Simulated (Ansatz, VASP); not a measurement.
## Ba2SeS: VASP beside Ansatz

The input INCAR:

```
PREC = Accurate
ENCUT = 520
EDIFF = 1E-6
ISMEAR = 0
SIGMA = 0.01
LREAL = F
LASPH = T
NELM = 100
ALGO = Normal
ISIF = 2
LWAVE = F
LCHARG = F
GGA = PE
NBANDS = 24
```

The input KPOINTS:

```
Automatic mesh
0
Gamma
  4 4 4
```

POSCAR

```
Ba2SeS
1.0
    4.5364387097      0.0000000000      0.0000000000
    0.0000000000      4.5364387097      0.0000000000
    0.0000000000      0.0000000000      6.4167913162
S Ba Se
1 2 1
Direct
    0.0000000000      0.0000000000      0.0000000000
    0.0000000000      0.0000000000      0.5000000000
    0.5000000000      0.5000000000      0.0000000000
    0.5000000000      0.5000000000      0.5000000000
```

Input for Ansatz:

```yaml
crystal:
  lattice:
    - [4.5364387097, 0.0, 0.0]
    - [0.0, 4.5364387097, 0.0]
    - [0.0, 0.0, 6.4167913162]
  atoms:
    - { symbol: S, position: [0.0, 0.0, 0.0] }
    - { symbol: Ba, position: [0.0, 0.0, 0.5] }
    - { symbol: Se, position: [0.5, 0.5, 0.5] }
    - { symbol: Ba, position: [0.5, 0.5, 0.0] }
kpoints:
  mp_grid: { grid: [4, 4, 4] }
hamiltonian:
  xc: pbe
scf:
  occupations: { method: fixed }
  n_extra_bands: 5
output:
  forces: true
  stress: true
  eigenvalues: true
```

Alike in both runs: task single point; functional PBE; k mesh 4 × 4 × 4; no spin polarisation.

|  | VASP | Ansatz |
| --- | --- | --- |
| version | VASP 6.6.1 | Ansatz 0.2.0 |
| potentials or method | VASP PAW PBE potentials, release 64 (S, Ba_sv, Se) | plane waves, PAW |
| plane-wave cutoff (eV) | 520 | 420 |
| occupations | gaussian, width 0.01 eV | fixed |
| valence electrons in the cell | 32 | 42 |

|  | VASP | Ansatz | Ansatz less VASP |
| --- | --- | --- | --- |
| gap on the k mesh at the Fermi level (eV) | 1.89 | 2.00 | +0.106 |
| pressure (GPa) | 3.3 | 2.7 | -0.64 |

VASP's potentials hold 32 valence electrons a cell and Ansatz's 42, so a difference there can come from the potentials and not from the codes.

Neither program's run includes spin-orbit coupling.
